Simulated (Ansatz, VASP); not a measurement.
MgS in VASP and in Ansatz

POSCAR

```
MgS
1.0
    0.0000000000      2.3935180000      2.7057160000
    2.3935180000      0.0000000000      2.7057160000
    2.3935180000      2.3935180000      0.0000000000
Mg S
1 1
Direct
    0.0000000000      0.0000000000      0.0000000000
    0.5000000000      0.5000000000      0.5000000000
```

File INCAR.step1:

```
SYSTEM = MgS
PREC     = Accurate       ! precision mode
ENCUT    = 520            ! plane-wave cutoff, eV
ISMEAR   = 0              ! smearing method
SIGMA    = 0.05           ! smearing width, eV
LREAL    = .FALSE.        ! projectors in reciprocal space
LASPH    = .TRUE.         ! aspherical terms in the spheres
NELM     = 100            ! most SCF steps
NBANDS   = 11             ! bands
GGA      = PE             ! functional
ALGO     = Normal         ! electronic algorithm
EDIFF    = 1E-4           ! SCF threshold, eV
LWAVE    = .TRUE.         ! write WAVECAR
LCHARG   = .FALSE.        ! write CHGCAR
```

INCAR.step2

```
SYSTEM = MgS
PREC     = Accurate       ! precision mode
ENCUT    = 520            ! plane-wave cutoff, eV
EDIFF    = 1E-6           ! SCF threshold, eV
ISMEAR   = 0              ! smearing method
SIGMA    = 0.05           ! smearing width, eV
LREAL    = .FALSE.        ! projectors in reciprocal space
LASPH    = .TRUE.         ! aspherical terms in the spheres
NELM     = 100            ! most SCF steps
ALGO     = Normal         ! electronic algorithm
ISIF     = 2              ! what is computed and relaxed
LWAVE    = .FALSE.        ! write WAVECAR
LCHARG   = .FALSE.        ! write CHGCAR
METAGGA  = R2SCAN         ! meta-GGA
LMIXTAU  = .TRUE.       
NBANDS   = 11             ! bands
ISTART   = 1
```

The input KPOINTS:

```
regular mesh
0
G
  8 8 8
  0 0 0
```

Input for Ansatz:

```yaml
crystal:
  lattice:
    - [0.0, 2.393518, 2.705716]
    - [2.393518, 0.0, 2.705716]
    - [2.393518, 2.393518, 0.0]
  atoms:
    - { symbol: Mg, position: [0.0, 0.0, 0.0] }
    - { symbol: S, position: [0.5, 0.5, 0.5] }
basis:
  ecutwfc: 500
kpoints:
  mp_grid: { grid: [8, 8, 8] }
hamiltonian:
  xc: r2scan
scf:
  occupations: { method: gaussian, width: 0.05 }
output:
  forces: true
  stress: true
  eigenvalues: true
```

Change from the starting cell: strain -0.080 along x and y, +0.040 along z, atoms carried along.

Alike in both runs: task single point; functional r2SCAN; k mesh 8 × 8 × 8; occupations gaussian, width 0.05 eV; no spin polarisation.

|  | VASP | Ansatz |
| --- | --- | --- |
| version | VASP 6.6.1 | Ansatz 0.2.0 |
| potentials or method | VASP PAW PBE potentials, release 64 (Mg, S), cutoff 520 eV | scalar-relativistic, plane waves, PAW |
| valence electrons in the cell | 8 | 16 |

```tsv
	VASP	Ansatz	Ansatz less VASP
gap on the k mesh at the Fermi level (eV)	3.37	3.39	+0.020
least direct gap on the mesh (eV)	5.22	5.24	+0.017
pressure (GPa)	16.0	16.4	+0.49
traceless stress, the component that is largest in VASP (GPa)	-14.68	-14.79	-0.105
```

VASP's potentials were made for PBE, not for r2SCAN. VASP's potentials hold 8 valence electrons a cell and Ansatz's 16, so a difference there can come from the potentials and not from the codes.
